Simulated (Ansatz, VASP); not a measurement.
# Two plane-wave programs on LiH

```
Li H
1.0
     8.14000    0.00000    0.00000
     0.00000    8.14000    0.00000
     0.00000    0.00000    8.14000
Li H
32 32
Direct
  0.00000 0.00000 0.00000
  0.00000 0.25000 0.25000
  0.25000 0.00000 0.25000
  0.25000 0.25000 0.00000
  0.00000 0.00000 0.50000
  0.00000 0.25000 0.75000
  0.25000 0.00000 0.75000
  0.25000 0.25000 0.50000
  0.00000 0.50000 0.00000
  0.00000 0.75000 0.25000
  0.25000 0.50000 0.25000
  0.25000 0.75000 0.00000
  0.00000 0.50000 0.50000
  0.00000 0.75000 0.75000
  0.25000 0.50000 0.75000
  0.25000 0.75000 0.50000
  0.50000 0.00000 0.00000
  0.50000 0.25000 0.25000
  0.75000 0.00000 0.25000
  0.75000 0.25000 0.00000
  0.50000 0.00000 0.50000
  0.50000 0.25000 0.75000
  0.75000 0.00000 0.75000
  0.75000 0.25000 0.50000
  0.50000 0.50000 0.00000
  0.50000 0.75000 0.25000
  0.75000 0.50000 0.25000
  0.75000 0.75000 0.00000
  0.50000 0.50000 0.50000
  0.50000 0.75000 0.75000
  0.75000 0.50000 0.75000
  0.75000 0.75000 0.50000
  0.25246 0.00000 0.00000
  0.25000 0.25000 0.25000
  0.00000 0.00000 0.25000
  0.00000 0.25000 0.00000
  0.25000 0.00000 0.50000
  0.25000 0.25000 0.75000
  0.00000 0.00000 0.75000
  0.00000 0.25000 0.50000
  0.25000 0.50000 0.00000
  0.25000 0.75000 0.25000
  0.00000 0.50000 0.25000
  0.00000 0.75000 0.00000
  0.25000 0.50000 0.50000
  0.25000 0.75000 0.75000
  0.00000 0.50000 0.75000
  0.00000 0.75000 0.50000
  0.75000 0.00000 0.00000
  0.75000 0.25000 0.25000
  0.50000 0.00000 0.25000
  0.50000 0.25000 0.00000
  0.75000 0.00000 0.50000
  0.75000 0.25000 0.75000
  0.50000 0.00000 0.75000
  0.50000 0.25000 0.50000
  0.75000 0.50000 0.00000
  0.75000 0.75000 0.25000
  0.50000 0.50000 0.25000
  0.50000 0.75000 0.00000
  0.75000 0.50000 0.50000
  0.75000 0.75000 0.75000
  0.50000 0.50000 0.75000
  0.50000 0.75000 0.50000
```

Alike in both runs: task single point; functional PBE; k mesh 3 × 3 × 3; no spin polarisation.

|  | VASP | Ansatz |
| --- | --- | --- |
| version | VASP 6.6.1 | Ansatz 0.2.0 |
| potentials or method | VASP PAW PBE potentials, release 64 (Li_sv, H) | scalar-relativistic, plane waves, PAW |
| plane-wave cutoff (eV) | 520 | 420 |
| occupations | gaussian, width 0.01 eV | fixed |
| valence electrons in the cell | 128 | 128 |

```tsv
	VASP	Ansatz	Ansatz less VASP
gap on the k mesh at the Fermi level (eV)	3.01	3.02	+0.007
least direct gap on the mesh (eV)	3.01	3.02	+0.007
rms of the force components (eV/Å)	0.004	0.004	0.0000
```

Noted on VASP's run: the cutoff is short for stress, so the pressure is rough.
